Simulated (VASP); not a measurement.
Set up this calculation in VASP 6.6.1, as the native input.

```
Task                   : single point
Functional             : PBE
Dispersion             : D3(BJ)
Potentials or basis    : VASP PAW PBE potentials, release 64 (C, Cl, H)
Cutoff                 : 520 eV
k mesh                 : 1 × 1 × 1
Occupations            : fermi-dirac, width 0.05 eV
Spin                   : no spin polarisation
Dipole correction      : no
Further INCAR settings : LREAL = Auto; ALGO = Normal; EDIFF = 1e-07; NBANDS = 82
```

The structure of H3CCl lies in POSCAR:

```
H3CCl
1.0
    7.5505910000      0.0000000000      0.0000000000
    0.0000000000      6.0844380000      0.0000000000
    0.0000000000      0.0000000000      7.2993150000
C Cl H
8 8 24
Direct
    0.8507678406      0.8824644117      0.8649304764
    0.5899670635      0.4524822177      0.7425628295
    0.4465875585      0.9344001862      0.7054908577
    0.7181689486      0.2967406357      0.1295327027
    0.3344771290      0.6543743235      0.2153900743
    1.0844714010      0.3479203831      0.0149603079
    0.3461583338      0.1507616644      0.3187285382
    0.0220644980      0.7405121065      0.4731128880
    0.9023796945      0.8348182692      1.0887048990
    0.3575614147      0.4455957970      0.6908867476
    0.3037907894      1.0090332090      0.8810552771
    0.7466567849      0.3849985816      0.3604995811
    0.5345276946      0.7306180127      0.1001463836
    0.9669839089      0.3689576589     -0.2079373201
    0.1357774511      0.1917843521      0.4099562767
   -0.1741055766      0.9023183407      0.4475351454
    0.7732374856      1.0313688791      0.8739039211
    0.9744800109      0.9299297651      0.7951705057
    0.7965204313      0.7329518355      0.8287900988
    0.6496709993      0.5577836441      0.6357856867
    0.5968671856      0.5088062365      0.8835075620
    0.6288911689      0.2752267342      0.7222184547
    0.4742675110      1.0820884361      0.6193183881
    0.5687766693      0.9073475644      0.7827035825
    0.4160071708      0.7774423866      0.6336621998
    0.5898213795      0.2249016261      0.0989133912
    0.7148182175      0.4465819193      0.0612934227
    0.8214588765      0.1884315363      0.1009957784
    0.2274126621      0.7666607828      0.1616590050
    0.3187300173      0.4770037923      0.1872641474
    0.3464232138      0.6658133422      0.3671303403
    1.0565795446      0.1822682719      0.0590877363
    1.2246326149      0.3681358903     -0.0230980578
    1.0537188413      0.4694435213      0.1124078081
    0.3365431924      0.1097061060      0.1731669342
    0.4380716688      0.2883092900      0.3539373215
    0.3955319524     -0.0085956994      0.3858444251
    0.1413134416      0.8222123391      0.5317896268
    0.0089661856      0.6021262769      0.5545725866
    0.0516118540      0.7132786956      0.3341546433
```

One way to write it, as run:

INCAR

```
  PREC = Accurate
  ENCUT = 520
  EDIFF = 1E-7
  ISMEAR = -1
  SIGMA = 0.05
  LREAL = Auto
  LASPH = True
  NELM = 80
  ALGO = Normal
  ISIF = 2
  LWAVE = False
  LCHARG = True
  GGA = PE
  IVDW = 12
  LELF = True
  LVHAR = True
  NBANDS = 82
```

KPOINTS

```
Automatic mesh
0
Gamma
  1 1 1
```

Potentials or basis: VASP PAW PBE potentials, release 64 (C, Cl, H).

Run with:

```sh
$ cat potpaw_PBE.64/C/POTCAR potpaw_PBE.64/Cl/POTCAR potpaw_PBE.64/H/POTCAR > POTCAR
$ mpirun -np 1 vasp_gam > vasp.out
```

It gave:

| Quantity | Value |
| --- | --- |
| Pressure | 11.1 GPa |
| Largest force | 2.711 eV/Å |
| Band gap on the k mesh | 4.76 eV |
| Dispersion energy per atom | -0.103 eV |

Caveat: the k points lie up to 1.03 Å⁻¹ apart; the atoms stand as in a frame of molecular dynamics.

Run time: 53 s on 1 thread of Intel(R) Xeon(R) Platinum 8559C (Emerald Rapids), with other jobs on the host, peak memory 0.33 GiB.
